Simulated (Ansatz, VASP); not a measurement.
# SiC: VASP beside Ansatz

The input INCAR:

```
ALGO = Normal
EDIFF = 1E-6
ENCUT = 600
GGA = CA
GGA_COMPAT = F
ISIF = 2
ISMEAR = 0
LASPH = T
LCHARG = T
LELF = T
LREAL = F
LVHAR = T
LWAVE = F
NBANDS = 11
NELM = 120
PREC = Accurate
SIGMA = 0.05
```

File KPOINTS:

```
k-points
0
Gamma
  6 6 6
```

The input POSCAR:

```
SiC
1.0
    0.0000000000      2.2928561845      2.2928561845
    2.2928561845      0.0000000000      2.2928561845
    2.2928561845      2.2928561845      0.0000000000
C Si
1 1
Direct
    0.0000000000      0.0000000000      0.0000000000
    0.2500000000      0.2500000000      0.2500000000
```

Input for Ansatz:

```yaml
crystal:
  lattice:
    - [0.0, 2.2928561845, 2.2928561845]
    - [2.2928561845, 0.0, 2.2928561845]
    - [2.2928561845, 2.2928561845, 0.0]
  atoms:
    - { symbol: C, position: [0.0, 0.0, 0.0] }
    - { symbol: Si, position: [0.25, 0.25, 0.25] }
basis:
  ecutwfc: 420
kpoints:
  mp_grid: { grid: [6, 6, 6] }
hamiltonian:
  xc: lda
scf:
  occupations: { method: gaussian, width: 0.05 }
output:
  forces: true
  stress: true
  eigenvalues: true
```

Alike in both runs: task single point; functional LDA; k mesh 6 × 6 × 6; occupations gaussian, width 0.05 eV; no spin polarisation.

```csv
,VASP,Ansatz
version,VASP 6.6.1,Ansatz 0.2.0
potentials or method,"VASP PAW LDA potentials, release 64 (C, Si), cutoff 600 eV","scalar-relativistic, plane waves, PAW"
valence electrons in the cell,8,8
```

```tsv
	VASP	Ansatz	Ansatz less VASP
gap on the k mesh at the Fermi level (eV)	1.41	1.42	+0.009
least direct gap on the mesh (eV)	4.31	4.32	+0.008
```

LDA's correlation is that of Perdew and Zunger in VASP and of Perdew and Wang (1992) in Ansatz.
